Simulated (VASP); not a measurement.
# AlAs4 (P-3m1) in VASP: further runs

AlAs4 is run at these levels: PBE; tasks: single point.

Everything below comes from runs of VASP 6.6.1. Logs are shortened: lines on timing, memory, paths and dates and some standing lists are left out, and cuts for length are marked.

## Step 1: The cell of the first run

Symmetry: P-3m1, No. 164, trigonal system. The conventional cell has a = 3.735 Å, b = 3.735 Å, c = 8.560 Å, α = 90.00°, β = 90.00°, γ = 120.00°. Within 3.6 Å of Al (site symmetry -3m) lie 6 As at 2.74 Å. As (site symmetry 3m) has 3 As at 2.63 Å and 3 Al at 2.74 Å within 3.5 Å. Within 3.5 Å of As (site symmetry 3m) lie 6 As at 2.63 to 3.05 Å.

## Step 2: Single point, PBE

File INCAR:

```
SYSTEM = AlAs4
PREC = Accurate
ENCUT = 500
EDIFF = 1E-6
ISMEAR = 0
SIGMA = 0.2
LREAL = .FALSE.
LASPH = .TRUE.
NELM = 120
ALGO = Normal
ISIF = 2
LWAVE = .FALSE.
LCHARG = .TRUE.
GGA = PE
LELF = .TRUE.
LVHAR = .TRUE.
NBANDS = 20
GGA_COMPAT = .FALSE.
```

File KPOINTS:

```
regular mesh
0
G
  5 5 2
  0 0 0
```

File POSCAR:

```
AlAs4
1.0
    3.7345346147      0.0000000000      0.0000000000
   -1.8672673074      3.2342018477      0.0000000000
    0.0000000000      0.0000000000      8.5595815733
Al As
1 4
Direct
    0.0000000000      0.0000000000      0.0000000000
    0.3333333333      0.6666666667      0.1983024298
    0.6666666667      0.3333333333      0.3735902348
    0.6666666667      0.3333333333      0.8016975702
    0.3333333333      0.6666666667      0.6264097652
```

Potentials or basis: VASP PAW PBE potentials, release 64 (Al, As).

The run is started by

```sh
$ cat potpaw_PBE.64/Al/POTCAR potpaw_PBE.64/As/POTCAR > POTCAR
$ mpirun -np 1 vasp_std > vasp.out
```

OUTCAR:

```text
SYSTEM = AlAs4
   PREC = Accurate
   ENCUT = 500
   EDIFF = 1E-6
   ISMEAR = 0
   LREAL = .FALSE.
   LASPH = .TRUE.
   NELM = 120
   ISIF = 2
   GGA = PE

 ion  position               nearest neighbor table
   1  0.000  0.000  0.000-   2 2.74   4 2.74   4 2.74   2 2.74   4 2.74   2 2.74
   2  0.333  0.667  0.198-   3 2.63   3 2.63   3 2.63   1 2.74   1 2.74   1 2.74
   3  0.667  0.333  0.374-   2 2.63   2 2.63   2 2.63
   4  0.667  0.333  0.802-   5 2.63   5 2.63   5 2.63   1 2.74   1 2.74   1 2.74
   5  0.333  0.667  0.626-   4 2.63   4 2.63   4 2.63

  LATTYP: Found a hexagonal cell.
 ALAT       =     3.7345346147
 C/A-ratio  =     2.2920075609

  Lattice vectors:

 A1 = (   3.7345346147,   0.0000000000,   0.0000000000)
 A2 = (  -1.8672673074,   3.2342018477,   0.0000000000)
 A3 = (   0.0000000000,   0.0000000000,   8.5595815733)

Analysis of symmetry for initial positions (statically):
=====================================================================
 Subroutine PRICEL returns:
 Original cell was already a primitive cell.

 Routine SETGRP: Setting up the symmetry group for a
 hexagonal supercell.

 Subroutine GETGRP returns: Found 12 space group operations
 (whereof 12 operations were pure point group operations)
 out of a pool of 24 trial point group operations.

The static configuration has the point symmetry D_3d.

Analysis of symmetry for dynamics (positions and initial velocities):
=====================================================================
 Subroutine PRICEL returns:
 Original cell was already a primitive cell.

 Routine SETGRP: Setting up the symmetry group for a
 hexagonal supercell.

 Subroutine GETGRP returns: Found 12 space group operations
 (whereof 12 operations were pure point group operations)
 out of a pool of 24 trial point group operations.

The dynamic configuration has the point symmetry D_3d.

 Subroutine INISYM returns: Found 12 space group operations
 (whereof 12 operations are pure point group operations),
 and found     1 'primitive' translations

----------------------------------------------------------------------------------------

                                     Primitive cell

  volume of cell :     103.3847

  direct lattice vectors                    reciprocal lattice vectors
     3.734534615  0.000000000  0.000000000     0.267770982  0.154597648  0.000000000
    -1.867267307  3.234201848  0.000000000     0.000000000  0.309195297  0.000000000
     0.000000000  0.000000000  8.559581573     0.000000000  0.000000000  0.116828141

  length of vectors
     3.734534615  3.734534615  8.559581573     0.309195297  0.309195297  0.116828141

  position of ions in fractional coordinates (direct lattice)
     0.000000000  0.000000000  0.000000000
     0.333333333  0.666666667  0.198302430
     0.666666667  0.333333333  0.373590235
     0.666666667  0.333333333  0.801697570
     0.333333333  0.666666667  0.626409765

  ion indices of the primitive-cell ions
   primitive index   ion index
                 1           1
                 2           2
                 3           3
                 4           4
                 5           5

----------------------------------------------------------------------------------------

 KPOINTS: regular mesh

Automatic generation of k-mesh.
 Grid dimensions read from file:
 generate k-points for:    5    5    2

 Generating k-lattice:

  Cartesian coordinates                     Fractional coordinates (reciprocal lattice)
     0.053554196  0.030919530  0.000000000     0.200000000  0.000000000  0.000000000
     0.000000000  0.061839059  0.000000000     0.000000000  0.200000000  0.000000000
     0.000000000  0.000000000  0.058414070     0.000000000  0.000000000  0.500000000

  Length of vectors
     0.061839059  0.061839059  0.058414070

  Shift w.r.t. Gamma in fractional coordinates (k-lattice)
     0.000000000  0.000000000  0.000000000

 Subroutine IBZKPT returns following result:
 ===========================================

 Found     10 irreducible k-points:

 Following reciprocal coordinates:
            Coordinates               Weight
  0.000000  0.000000  0.000000      1.000000
  0.200000  0.000000  0.000000      6.000000
  0.400000  0.000000  0.000000      6.000000
  0.200000  0.200000  0.000000      6.000000
  0.400000  0.200000  0.000000      6.000000
  0.000000  0.000000  0.500000      1.000000
  0.200000  0.000000  0.500000      6.000000
  0.400000  0.000000  0.500000      6.000000
  0.200000  0.200000  0.500000      6.000000
  0.400000  0.200000  0.500000      6.000000
   k-points           NKPTS =     10   k-points in BZ     NKDIM =     10   number of bands    NBANDS=     20
   number of dos      NEDOS =    301   number of ions     NIONS =      5
   total plane-waves  NPLWV =  50176
   dimension x,y,z NGX =    28 NGY =   28 NGZ =   64
   dimension x,y,z NGXF=    56 NGYF=   56 NGZF=  128
   ions per type =               1   4
   NGX,Y,Z   is equivalent  to a cutoff of  12.46, 12.46, 12.43 a.u.
   NGXF,Y,Z  is equivalent  to a cutoff of  24.93, 24.93, 24.86 a.u.
 SYSTEM =  AlAs4
   PREC   = accura    normal or accurate (medium, high low for compatibility)
   ISTART =      0    job   : 0-new  1-cont  2-samecut
   ICHARG =      2    charge: 1-file 2-atom 10-const
   ISPIN  =      1    spin polarized calculation?
   LNONCOLLINEAR =      F non collinear calculations
   LSORBIT =      F    spin-orbit coupling
   LASPH  =      T    aspherical Exc in radial PAW
   ENCUT  =  500.0 eV  36.75 Ry    6.06 a.u.   6.81  6.81 15.61*2*pi/ulx,y,z
   NELM   =    120;   NELMIN=  2; NELMDL= -5     # of ELM steps
   EDIFF  = 0.1E-05   stopping-criterion for ELM
   LREAL  =      F    real-space projection
   EDIFFG = 0.1E-04   stopping-criterion for IOM
   NSW    =      0    number of steps for IOM
   IBRION =     -1    ionic relax: 0-MD 1-quasi-New 2-CG
   NFREE  =      0    steps in history (QN), initial steepest desc. (CG)
   ISIF   =      2    stress and relaxation
   ISYM   =      2    0-nonsym 1-usesym 2-fastsym
   POTIM  = 0.5000    time-step for ionic-motion
   TEBEG  =    0.0;   TEEND  =   0.0 temperature during run
   PSTRESS=    0.0 pullay stress
   NELECT =      23.0000    total number of electrons
   NUPDOWN=      -1.0000    fix difference up-down
   EMIN   =  10.00;   EMAX   =-10.00  energy-range for DOS
   EFERMI =   0.00;   METHOD = LEGACY
   ISMEAR =     0;   SIGMA  =   0.20  broadening in eV -4-tet -1-fermi 0-gaus
   EFERMI_NEDOS =   21; number of points for ismear=-14 and -15
   IALGO  =     38    algorithm
   IMIX   =      4    mixing-type and parameters
     AMIX     =   0.40;   BMIX     =  1.00
     AMIX_MAG =   1.60;   BMIX_MAG =  1.00
  volume/ion in A,a.u.               =      20.68       139.53
  Fermi-wavevector in a.u.,A,eV,Ry     =   0.991970  1.874552 13.388205  0.984005
  Thomas-Fermi vector in A             =   2.123749
   LORBIT       =      0    0 simple, 1 ext, 2 COOP (PROOUT), +10 PAW based schemes
   GGA     = PE    functional components
   LHFCALC =     F    Hartree Fock is set to
   AEXX    =    0.0000 exact exchange contribution
   IVDW    =     0    specifies the selected vdW correction
   LEPSILON=     F    determine dielectric tensor
   LRPA    =     F    only Hartree local field effects (RPA)
 non-spin polarized calculation
 Gauss-broadening in eV      SIGMA  =   0.20
  energy-cutoff  :      500.00
  volume of cell :      103.38
 maximum number of plane-waves:      2647
 NGX is ok and might be reduce to    28
   NGX = 13   NGY = 13   NGZ = 31

 number of electron      23.0000001 magnetization

 Free energy of the ion-electron system (eV)
  ---------------------------------------------------
  ext. energy  EPLUGINS =         0.00000000
  ---------------------------------------------------
  free energy    TOTEN  =       -21.86039983 eV

  energy without entropy =      -21.81370917  energy(sigma->0) =      -21.83705450

 E-fermi :   5.5616     XC(G=0): -10.0349

 val. band max:        5.4920289343   @ k =   0.2000   0.2000   0.5000
 cond. band min:       5.6865456546   @ k =   0.4000   0.0000   0.0000
 fundamental gap:      0.1945167203
 Fermi energy:         5.5616109183

 k-point     1 :       0.0000    0.0000    0.0000
  band No.  band energies     occupation
      1      -8.7745      2.00000
      2      -7.8314      2.00000
      3      -5.1578      2.00000
      4      -2.1139      2.00000
      5       0.7097      2.00000
      6       4.1297      2.00000
[... 12 lines left out ...]
     19      10.8470      0.00000
     20      11.1082      0.00000

 k-point     2 :       0.2000    0.0000    0.0000
  band No.  band energies     occupation
      1      -8.2924      2.00000
      2      -7.3728      2.00000
      3      -4.8094      2.00000
      4      -2.4995      2.00000
      5       0.8116      2.00000
      6       1.9497      2.00000
[... 12 lines left out ...]
     19      11.3489      0.00000
     20      11.4243      0.00000

 k-point     3 :       0.4000    0.0000    0.0000
  band No.  band energies     occupation
      1      -6.9972      2.00000
      2      -6.1914      2.00000
      3      -4.4127      2.00000
      4      -4.1739      2.00000
      5      -0.6347      2.00000
      6       0.6886      2.00000
[... 12 lines left out ...]
     19      11.6892      0.00000
     20      12.1486      0.00000

 k-point     4 :       0.2000    0.2000    0.0000
  band No.  band energies     occupation
      1      -7.3770      2.00000
      2      -6.5235      2.00000
      3      -4.3920      2.00000
      4      -3.5517      2.00000
      5      -0.2538      2.00000
      6       1.0349      2.00000
[... 12 lines left out ...]
     19      10.5640      0.00000
     20      11.8832      0.00000

 k-point     5 :       0.4000    0.2000    0.0000
  band No.  band energies     occupation
      1      -6.1569      2.00000
      2      -5.4996      2.00000
      3      -4.9222      2.00000
      4      -4.6171      2.00000
      5      -0.4071      2.00000
      6      -0.1507      2.00000
[... 12 lines left out ...]
     19      12.5868      0.00000
     20      12.9946      0.00000

 k-point     6 :       0.0000    0.0000    0.5000
  band No.  band energies     occupation
      1      -8.5804      2.00000
      2      -8.1926      2.00000
      3      -4.1273      2.00000
      4      -3.5701      2.00000
      5       2.1980      2.00000
      6       3.3816      2.00000
[... 12 lines left out ...]
     19      10.8725      0.00000
     20      10.8726      0.00000

 k-point     7 :       0.2000    0.0000    0.5000
  band No.  band energies     occupation
      1      -8.1065      2.00000
      2      -7.7173      2.00000
      3      -3.9348      2.00000
      4      -3.4086      2.00000
      5       0.4668      2.00000
      6       1.6112      2.00000
[... 12 lines left out ...]
     19      11.0663      0.00000
     20      11.2597      0.00000

 k-point     8 :       0.4000    0.0000    0.5000
  band No.  band energies     occupation
      1      -6.8487      2.00000
      2      -6.4567      2.00000
      3      -4.2345      2.00000
      4      -4.1629      2.00000
      5      -0.3901      2.00000
      6       0.1423      2.00000
[... 12 lines left out ...]
     19      11.0943      0.00000
     20      11.8397      0.00000

 k-point     9 :       0.2000    0.2000    0.5000
  band No.  band energies     occupation
      1      -7.2115      2.00000
      2      -6.8248      2.00000
      3      -3.9481      2.00000
      4      -3.7285      2.00000
      5      -0.2491      2.00000
      6       0.5388      2.00000
[... 12 lines left out ...]
     19      11.3336      0.00000
     20      12.1137      0.00000

 k-point    10 :       0.4000    0.2000    0.5000
  band No.  band energies     occupation
      1      -6.0447      2.00000
      2      -5.6771      2.00000
      3      -4.8406      2.00000
      4      -4.6849      2.00000
      5      -0.2816      2.00000
      6       0.3496      2.00000
[... 12 lines left out ...]
     19      11.6474      0.00000
     20      12.3041      0.00000

------------------------ aborting loop because EDIFF is reached ----------------------------------------

  FORCE on cell =-STRESS in cart. coord.  units (eV):
  Direction    XX          YY          ZZ          XY          YZ          ZX
  --------------------------------------------------------------------------------------
  -------------------------------------------------------------------------------------
  Total        0.0360967      0.0360967      0.1283026     -0.0000000      0.0000000      0.0000000
  in kB        0.5593995      0.5593995      1.9883363     -0.0000000      0.0000000      0.0000000
  external PRESSURE =       1.0357118 kB  Pullay stress =       0.0000000 kB

 VOLUME and BASIS-vectors are now :
 -----------------------------------------------------------------------------
  energy-cutoff  :      500.00
  volume of cell :      103.38
      direct lattice vectors                 reciprocal lattice vectors
     3.734534615  0.000000000  0.000000000     0.267770982  0.154597648  0.000000000
    -1.867267307  3.234201848  0.000000000     0.000000000  0.309195297  0.000000000
     0.000000000  0.000000000  8.559581573     0.000000000  0.000000000  0.116828141

 POSITION                                       TOTAL-FORCE (eV/Angst)
 -----------------------------------------------------------------------------------
      0.00000      0.00000      0.00000        -0.000000      0.000000      0.000000
     -0.00000      2.15613      1.69739         0.000000      0.000000     -0.030069
      1.86727      1.07807      3.19778         0.000000     -0.000000      0.040447
      1.86727      1.07807      6.86220        -0.000000      0.000000      0.030069
     -0.00000      2.15613      5.36181        -0.000000      0.000000     -0.040447
 -----------------------------------------------------------------------------------
    total drift:                               -0.000000     -0.000000      0.000000

  FREE ENERGIE OF THE ION-ELECTRON SYSTEM (eV)
  ---------------------------------------------------
  free  energy   TOTEN  =       -21.8603998284 eV

  energy  without entropy=      -21.8137091700  energy(sigma->0) =      -21.83705450
```

Wall time 36 s (1 thread of Intel Xeon 8259CL, shared host); peak memory 0.21 GiB.

What came out:

| Quantity | Value |
| --- | --- |
| Free energy | -21.8604 eV |
| Pressure | 0.1 GPa |
| Largest force | 0.040 eV/Å |

Forces on the atoms (eV/Å):
```
Al   0.000  0.000  0.000
As   0.000  0.000 -0.030
As   0.000  0.000  0.040
As   0.000  0.000  0.030
As   0.000  0.000 -0.040
```

Levels at points of the mesh, in eV from the Fermi level:
```csv
k point,band 9,band 10,band 11,band 12,band 13,band 14
"(0.00, 0.00, 0.00)",-0.77,-0.57,-0.33,1.37,1.37,1.51
"(0.00, 0.00, 0.50)",-0.92,-0.92,0.70,1.19,1.19,1.79
```

Caveat: the k points lie up to 0.39 Å⁻¹ apart.

## Step 3: Single point, PBE

This run uses another cell than the first one, of 20.09 Å³/atom, 0.972 times its volume.

File INCAR:

```
SYSTEM = AlAs4
PREC     = Accurate       ! precision mode
ENCUT    = 500            ! plane-wave cutoff, eV
EDIFF    = 1E-6           ! SCF threshold, eV
ISMEAR   = 0              ! smearing method
SIGMA    = 0.2            ! smearing width, eV
LREAL    = .FALSE.        ! projectors in reciprocal space
LASPH    = .TRUE.         ! aspherical terms in the spheres
NELM     = 120            ! most SCF steps
ALGO     = Normal         ! electronic algorithm
ISIF     = 2              ! what is computed and relaxed
LWAVE    = .FALSE.        ! write WAVECAR
LCHARG   = .FALSE.        ! write CHGCAR
GGA      = PE             ! functional
NBANDS   = 20             ! bands
GGA_COMPAT= .FALSE.
```

File KPOINTS:

```
regular mesh
0
G
  6 6 2
  0 0 0
```

File POSCAR:

```
AlAs4
1.0
    3.7020945649     -0.0000000032      0.0000000000
   -1.8510472796      3.2061079420      0.0000000000
    0.0000000000      0.0000000000      8.4645112444
Al As
1 4
Direct
    0.0000000000      0.0000000000      0.0000000000
    0.3333333333      0.6666666667      0.8217082164
    0.3333333333      0.6666666667      0.4044525026
    0.6666666667      0.3333333333      0.1782917836
    0.6666666667      0.3333333333      0.5955474974
```

Potentials or basis: VASP PAW PBE potentials, release 64 (Al, As).

The run is started by

```sh
$ cat potpaw_PBE.64/Al/POTCAR potpaw_PBE.64/As/POTCAR > POTCAR
$ mpirun -np 1 vasp_std > vasp.out
```

Wall time 60 s (1 thread of Intel Xeon 8259CL, shared host); peak memory 0.21 GiB.

The run converged. Its results:

* Free energy: -21.8075 eV
* Pressure: 0.5 GPa
* Largest force: 0.044 eV/Å

Forces in eV/Å, atoms in the order of the input:
```
Al   0.000  0.000  0.000
As   0.000  0.000  0.010
As   0.000  0.000 -0.044
As   0.000  0.000 -0.010
As   0.000  0.000  0.044
```

Stress tensor (GPa, compression positive):
```
0.58 0.00 0.00
0.00 0.58 0.00
0.00 0.00 0.40
```

Levels at points of the mesh, in eV from the Fermi level:
```csv
k point,band 9,band 10,band 11,band 12,band 13,band 14
"(0.00, 0.00, 0.00)",0.26,0.26,0.38,0.75,0.75,1.83
"(0.50, 0.00, 0.00)",-2.32,-1.34,-0.97,-0.97,-0.55,0.88
"(0.00, 0.00, 0.50)",-0.01,-0.01,0.84,0.84,1.84,2.01
"(0.50, 0.00, 0.50)",-2.87,-2.06,-0.84,-0.54,0.56,1.89
```

Caveat: the k points lie up to 0.37 Å⁻¹ apart.
